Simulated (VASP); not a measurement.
# KBr in VASP: a series of runs

Runs on KBr. Level: PBE. Tasks: single point.

Program: VASP 6.6.1. These are calculated values, not measurements. Logs are shortened: lines on timing, memory, paths and dates and some standing lists are left out, and cuts for length are marked.

### 1 The cell of the first run

Symmetry: Fm-3m, No. 225, cubic system. The conventional cell has a = 6.372 Å, b = 6.372 Å, c = 6.372 Å, α = 90.00°, β = 90.00°, γ = 90.00°. K (site symmetry m-3m) has 6 Br at 3.19 Å within 4.2 Å. Br (site symmetry m-3m) has 6 K at 3.19 Å within 4.2 Å.

### 2 Single point, PBE

File INCAR:

```
PREC = Accurate ; ENCUT = 520
EDIFF = 1E-7 ; ISMEAR = 0
SIGMA = 0.05 ; LREAL = F
LASPH = T ; NELM = 60
ALGO = Normal ; ISIF = 2
LWAVE = F ; LCHARG = T
GGA = PE ; LELF = T
LVHAR = T ; NBANDS = 15
```

File KPOINTS:

```
Automatic mesh
0
Gamma
  8 8 8
```

File POSCAR:

```
KBr
1.0
    0.0000000000      3.1861149692      3.1861149692
    3.1861149692      0.0000000000      3.1861149692
    3.1861149692      3.1861149692      0.0000000000
K Br
1 1
Direct
    0.0000000000      0.0000000000      0.0000000000
    0.5000000000      0.5000000000      0.5000000000
```

Potentials or basis: VASP PAW PBE potentials, release 64 (K_sv, Br).

The run is started by

```sh
$ cat potpaw_PBE.64/K_sv/POTCAR potpaw_PBE.64/Br/POTCAR > POTCAR
$ mpirun -np 1 vasp_std > vasp.out
```

OUTCAR:

```text
PREC = Accurate
   ENCUT = 520
   EDIFF = 1E-7
   ISMEAR = 0
   LREAL = F
   LASPH = T
   NELM = 60
   ISIF = 2
   GGA = PE

 ion  position               nearest neighbor table
   1  0.000  0.000  0.000-   2 3.19   2 3.19   2 3.19   2 3.19   2 3.19   2 3.19
   2  0.500  0.500  0.500-   1 3.19   1 3.19   1 3.19   1 3.19   1 3.19   1 3.19

  LATTYP: Found a face centered cubic cell.
 ALAT       =     6.3722299384

  Lattice vectors:

 A1 = (   0.0000000000,   3.1861149692,   3.1861149692)
 A2 = (   3.1861149692,   0.0000000000,   3.1861149692)
 A3 = (   3.1861149692,   3.1861149692,   0.0000000000)

Analysis of symmetry for initial positions (statically):
=====================================================================
 Subroutine PRICEL returns:
 Original cell was already a primitive cell.

 Routine SETGRP: Setting up the symmetry group for a
 face centered cubic supercell.

 Subroutine GETGRP returns: Found 48 space group operations
 (whereof 48 operations were pure point group operations)
 out of a pool of 48 trial point group operations.

The static configuration has the point symmetry O_h .

Analysis of symmetry for dynamics (positions and initial velocities):
=====================================================================
 Subroutine PRICEL returns:
 Original cell was already a primitive cell.

 Routine SETGRP: Setting up the symmetry group for a
 face centered cubic supercell.

 Subroutine GETGRP returns: Found 48 space group operations
 (whereof 48 operations were pure point group operations)
 out of a pool of 48 trial point group operations.

The dynamic configuration has the point symmetry O_h .

 Subroutine INISYM returns: Found 48 space group operations
 (whereof 48 operations are pure point group operations),
 and found     1 'primitive' translations

----------------------------------------------------------------------------------------

                                     Primitive cell

  volume of cell :      64.6866

  direct lattice vectors                    reciprocal lattice vectors
     0.000000000  3.186114969  3.186114969    -0.156930935  0.156930935  0.156930935
     3.186114969  0.000000000  3.186114969     0.156930935 -0.156930935  0.156930935
     3.186114969  3.186114969  0.000000000     0.156930935  0.156930935 -0.156930935

  length of vectors
     4.505847001  4.505847001  4.505847001     0.271812352  0.271812352  0.271812352

  position of ions in fractional coordinates (direct lattice)
     0.000000000  0.000000000  0.000000000
     0.500000000  0.500000000  0.500000000

  ion indices of the primitive-cell ions
   primitive index   ion index
                 1           1
                 2           2

----------------------------------------------------------------------------------------

 KPOINTS: Automatic mesh

Automatic generation of k-mesh.
 Grid dimensions read from file:
 generate k-points for:    8    8    8

 Generating k-lattice:

  Cartesian coordinates                     Fractional coordinates (reciprocal lattice)
    -0.019616367  0.019616367  0.019616367     0.125000000  0.000000000  0.000000000
     0.019616367 -0.019616367  0.019616367     0.000000000  0.125000000  0.000000000
     0.019616367  0.019616367 -0.019616367     0.000000000  0.000000000  0.125000000

  Length of vectors
     0.033976544  0.033976544  0.033976544

  Shift w.r.t. Gamma in fractional coordinates (k-lattice)
     0.000000000  0.000000000  0.000000000

 Subroutine IBZKPT returns following result:
 ===========================================

 Found     29 irreducible k-points:

 Following reciprocal coordinates:
            Coordinates               Weight
  0.000000  0.000000  0.000000      1.000000
  0.125000  0.000000  0.000000      8.000000
  0.250000  0.000000  0.000000      8.000000
  0.375000  0.000000  0.000000      8.000000
  0.500000  0.000000  0.000000      4.000000
  0.125000  0.125000  0.000000      6.000000
[... 16 lines left out ...]
  0.500000  0.250000  0.125000     48.000000
 -0.375000  0.250000  0.125000     24.000000
 [... further k-points ...]
   k-points           NKPTS =     29   k-points in BZ     NKDIM =     29   number of bands    NBANDS=     15
   number of dos      NEDOS =    301   number of ions     NIONS =      2
   total plane-waves  NPLWV =  46656
   dimension x,y,z NGX =    36 NGY =   36 NGZ =   36
   dimension x,y,z NGXF=    72 NGYF=   72 NGZF=   72
   ions per type =               1   1
   NGX,Y,Z   is equivalent  to a cutoff of  13.28, 13.28, 13.28 a.u.
   NGXF,Y,Z  is equivalent  to a cutoff of  26.56, 26.56, 26.56 a.u.
 SYSTEM =  unknown system
   PREC   = accura    normal or accurate (medium, high low for compatibility)
   ISTART =      0    job   : 0-new  1-cont  2-samecut
   ICHARG =      2    charge: 1-file 2-atom 10-const
   ISPIN  =      1    spin polarized calculation?
   LNONCOLLINEAR =      F non collinear calculations
   LSORBIT =      F    spin-orbit coupling
   LASPH  =      T    aspherical Exc in radial PAW
   ENCUT  =  520.0 eV  38.22 Ry    6.18 a.u.   8.38  8.38  8.38*2*pi/ulx,y,z
   NELM   =     60;   NELMIN=  2; NELMDL= -5     # of ELM steps
   EDIFF  = 0.1E-06   stopping-criterion for ELM
   LREAL  =      F    real-space projection
   EDIFFG = 0.1E-05   stopping-criterion for IOM
   NSW    =      0    number of steps for IOM
   IBRION =     -1    ionic relax: 0-MD 1-quasi-New 2-CG
   NFREE  =      0    steps in history (QN), initial steepest desc. (CG)
   ISIF   =      2    stress and relaxation
   ISYM   =      2    0-nonsym 1-usesym 2-fastsym
   POTIM  = 0.5000    time-step for ionic-motion
   TEBEG  =    0.0;   TEEND  =   0.0 temperature during run
   PSTRESS=    0.0 pullay stress
   NELECT =      16.0000    total number of electrons
   NUPDOWN=      -1.0000    fix difference up-down
   EMIN   =  10.00;   EMAX   =-10.00  energy-range for DOS
   EFERMI =   0.00;   METHOD = LEGACY
   ISMEAR =     0;   SIGMA  =   0.05  broadening in eV -4-tet -1-fermi 0-gaus
   EFERMI_NEDOS =   21; number of points for ismear=-14 and -15
   IALGO  =     38    algorithm
   IMIX   =      4    mixing-type and parameters
     AMIX     =   0.40;   BMIX     =  1.00
     AMIX_MAG =   1.60;   BMIX_MAG =  1.00
  volume/ion in A,a.u.               =      32.34       218.26
  Fermi-wavevector in a.u.,A,eV,Ry     =   1.027646  1.941969 14.368508  1.056056
  Thomas-Fermi vector in A             =   2.161601
   LORBIT       =      0    0 simple, 1 ext, 2 COOP (PROOUT), +10 PAW based schemes
   GGA     = PE    functional components
   LHFCALC =     F    Hartree Fock is set to
   AEXX    =    0.0000 exact exchange contribution
   IVDW    =     0    specifies the selected vdW correction
   LEPSILON=     F    determine dielectric tensor
   LRPA    =     F    only Hartree local field effects (RPA)
 non-spin polarized calculation
 Gauss-broadening in eV      SIGMA  =   0.05
  energy-cutoff  :      520.00
  volume of cell :       64.69
 maximum number of plane-waves:      1807
 NGX is ok and might be reduce to    36
   NGX = 17   NGY = 17   NGZ = 17

 number of electron      16.0000000 magnetization

 Free energy of the ion-electron system (eV)
  ---------------------------------------------------
  ext. energy  EPLUGINS =         0.00000000
  ---------------------------------------------------
  free energy    TOTEN  =        -6.13398878 eV

  energy without entropy =       -6.13398878  energy(sigma->0) =       -6.13398878

 E-fermi :  -0.9757     XC(G=0):  -7.8016

 val. band max:       -1.2857852949   @ k =   0.0000   0.0000   0.0000
 cond. band min:       3.4500340357   @ k =   0.0000   0.0000   0.0000
 fundamental gap:      4.7358193305
 Fermi energy:        -0.9757231529

 k-point     1 :       0.0000    0.0000    0.0000
  band No.  band energies     occupation
      1     -28.8598      2.00000
      2     -13.7215      2.00000
      3     -12.3460      2.00000
      4     -12.3460      2.00000
      5     -12.3460      2.00000
      6      -1.2858      2.00000
      7      -1.2858      2.00000
      8      -1.2858      2.00000
      9       3.4500      0.00000
     10       6.3172      0.00000
     11       6.3172      0.00000
     12       6.3172      0.00000
     13       7.2102      0.00000
     14       7.2102      0.00000
     15      10.5747      0.00000

 k-point     2 :       0.1250    0.0000    0.0000
  band No.  band energies     occupation
      1     -28.8583      2.00000
      2     -13.7584      2.00000
      3     -12.3470      2.00000
      4     -12.3470      2.00000
      5     -12.2947      2.00000
      6      -1.5543      2.00000
      7      -1.3545      2.00000
      8      -1.3545      2.00000
      9       3.8859      0.00000
     10       6.2275      0.00000
     11       6.5230      0.00000
     12       6.5230      0.00000
     13       7.4538      0.00000
     14       7.4538      0.00000
     15      11.1892      0.00000

 k-point     3 :       0.2500    0.0000    0.0000
  band No.  band energies     occupation
      1     -28.8548      2.00000
      2     -13.8389      2.00000
      3     -12.3495      2.00000
      4     -12.3495      2.00000
      5     -12.1791      2.00000
      6      -2.0880      2.00000
      7      -1.5117      2.00000
      8      -1.5117      2.00000
      9       4.7763      0.00000
     10       6.3113      0.00000
     11       7.0980      0.00000
     12       7.0980      0.00000
     13       8.1281      0.00000
     14       8.1281      0.00000
     15      11.5142      0.00000
[... 343 lines left out ...]
 k-point    23 :       0.5000    0.2500    0.1250
  band No.  band energies     occupation
      1     -28.8494      2.00000
      2     -13.8300      2.00000
      3     -12.3973      2.00000
      4     -12.3668      2.00000
      5     -12.1512      2.00000
      6      -2.3806      2.00000
      7      -1.7596      2.00000
      8      -1.6893      2.00000
      9       5.7005      0.00000
     10       6.3343      0.00000
     11       7.9465      0.00000
     12       8.3858      0.00000
     13       8.8167      0.00000
     14       9.2589      0.00000
     15      10.2697      0.00000

 k-point    24 :      -0.3750    0.2500    0.1250
  band No.  band energies     occupation
      1     -28.8483      2.00000
      2     -13.8344      2.00000
      3     -12.3985      2.00000
      4     -12.3758      2.00000
      5     -12.1389      2.00000
      6      -2.4258      2.00000
      7      -1.8450      2.00000
      8      -1.7329      2.00000
      9       5.9201      0.00000
     10       6.7060      0.00000
     11       8.0736      0.00000
     12       8.3669      0.00000
     13       9.0839      0.00000
     14       9.6861      0.00000
     15      10.2285      0.00000

 [... further k-points ...]

------------------------ aborting loop because EDIFF is reached ----------------------------------------

  FORCE on cell =-STRESS in cart. coord.  units (eV):
  Direction    XX          YY          ZZ          XY          YZ          ZX
  --------------------------------------------------------------------------------------
  -------------------------------------------------------------------------------------
  Total        1.2276521      1.2276521      1.2276521      0.0000000     -0.0000000      0.0000000
  in kB       30.4068608     30.4068608     30.4068608      0.0000000     -0.0000000      0.0000000
  external PRESSURE =      30.4068608 kB  Pullay stress =       0.0000000 kB

 VOLUME and BASIS-vectors are now :
 -----------------------------------------------------------------------------
  energy-cutoff  :      520.00
  volume of cell :       64.69
      direct lattice vectors                 reciprocal lattice vectors
     0.000000000  3.186114969  3.186114969    -0.156930935  0.156930935  0.156930935
     3.186114969  0.000000000  3.186114969     0.156930935 -0.156930935  0.156930935
     3.186114969  3.186114969  0.000000000     0.156930935  0.156930935 -0.156930935

 POSITION                                       TOTAL-FORCE (eV/Angst)
 -----------------------------------------------------------------------------------
      0.00000      0.00000      0.00000        -0.000000      0.000000     -0.000000
      3.18611      3.18611      3.18611         0.000000     -0.000000      0.000000
 -----------------------------------------------------------------------------------
    total drift:                                0.000000      0.000000      0.000000

  FREE ENERGIE OF THE ION-ELECTRON SYSTEM (eV)
  ---------------------------------------------------
  free  energy   TOTEN  =        -6.1339887821 eV

  energy  without entropy=       -6.1339887821  energy(sigma->0) =       -6.13398878
```

Wall time 28 s (1 thread of Intel Xeon 8259CL, shared host); peak memory 0.21 GiB.

Results:

- Free energy: -6.1340 eV
- Pressure: 3.0 GPa
- Band gap on the k mesh: 4.74 eV

Levels at points of the mesh, in eV from the valence-band top:
| k point | band 5 | band 6 | band 7 | band 8 | band 9 | band 10 | band 11 | band 12 |
| --- | --- | --- | --- | --- | --- | --- | --- | --- |
| (0.00, 0.00, 0.00) | -11.06 | 0.00 | 0.00 | 0.00 | 4.74 | 7.60 | 7.60 | 7.60 |
| (0.50, 0.00, 0.00) | -10.74 | -1.40 | -0.43 | -0.43 | 6.81 | 8.61 | 10.04 | 10.04 |
| (0.50, 0.50, 0.00) | -11.12 | -0.92 | -0.32 | -0.32 | 5.72 | 7.60 | 9.53 | 10.06 |

Caveat: the cell stands under pressure. A k mesh can miss the band edges.

### 3 Single point, PBE

This run uses another cell than the first one, of 35.94 Å³/atom.

File INCAR:

```
ALGO = Normal ; EDIFF = 1E-7
ENCUT = 520 ; GGA = PE
ISIF = 2 ; ISMEAR = 0
LASPH = T ; LCHARG = T
LELF = T ; LREAL = F
LVHAR = T ; LWAVE = F
NBANDS = 15 ; NELM = 60
PREC = Accurate ; SIGMA = 0.05
```

File KPOINTS:

```
k-points
0
Gamma
  8 8 8
```

File POSCAR:

```
KBr
1.0
    0.0000000000      3.3000000000      3.3000000000
    3.3000000000      0.0000000000      3.3000000000
    3.3000000000      3.3000000000      0.0000000000
K Br
1 1
Direct
    0.0000000000      0.0000000000      0.0000000000
    0.5000000000      0.5000000000      0.5000000000
```

Potentials or basis: VASP PAW PBE potentials, release 64 (K_sv, Br).

The run is started by

```sh
$ cat potpaw_PBE.64/K_sv/POTCAR potpaw_PBE.64/Br/POTCAR > POTCAR
$ mpirun -np 1 vasp_std > vasp.out
```

Run time: 43 s. Hardware: 1 thread of Intel Xeon 8259CL, shared host; peak memory 0.21 GiB.

Results (log left out):

```
Free energy            : -6.2151 eV
Pressure               : 0.8 GPa
Band gap on the k mesh : 4.43 eV
```

Levels at points of the mesh, in eV from the valence-band top:
| k point | band 5 | band 6 | band 7 | band 8 | band 9 | band 10 | band 11 | band 12 |
| --- | --- | --- | --- | --- | --- | --- | --- | --- |
| (0.00, 0.00, 0.00) | -11.26 | 0.00 | 0.00 | 0.00 | 4.43 | 7.60 | 7.60 | 7.60 |
| (0.50, 0.00, 0.00) | -11.01 | -1.18 | -0.33 | -0.33 | 6.59 | 8.24 | 9.76 | 9.76 |
| (0.50, 0.50, 0.00) | -11.29 | -0.81 | -0.29 | -0.29 | 5.86 | 7.20 | 9.37 | 9.51 |

(Part 1 of 2 ends here.)
